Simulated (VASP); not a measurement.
A run of VASP 6.6.1 is set up as follows.

File INCAR:

```
SYSTEM = HfO2
PREC = Accurate
ENCUT = 520
EDIFF = 1E-7
ISMEAR = 0
SIGMA = 0.02
LREAL = .FALSE.
LASPH = .TRUE.
NELM = 80
ALGO = Normal
ISIF = 2
LWAVE = .FALSE.
LCHARG = .FALSE.
GGA = PE
NBANDS = 31
```

The input KPOINTS:

```
regular mesh
0
G
  6 6 8
  0 0 0
```

POSCAR

```
HfO2
1.0
    4.8812150602      0.0000000000      0.0000000000
    0.0000000000      4.8812150602      0.0000000000
    0.0000000000      0.0000000000      3.2378896156
Hf O
2 4
Direct
    0.0000000000      0.0000000000      0.0000000000
    0.5000000000      0.5000000000      0.5000000000
    0.1948161092      0.8051838908      0.5000000000
    0.3051838908      0.3051838908      0.0000000000
    0.6948161092      0.6948161092      0.0000000000
    0.8051838908      0.1948161092      0.5000000000
```

Potentials or basis: VASP PAW PBE potentials, release 64 (Hf_pv, O).

Launch:

```bash
$ cat potpaw_PBE.64/Hf_pv/POTCAR potpaw_PBE.64/O/POTCAR > POTCAR
$ mpirun -np 1 vasp_std > vasp.out
```

(1) What does it give for the pressure?

(2) Predict the largest force.

Answers

(1) -2.8 GPa.

(2) 0.052 eV/Å.
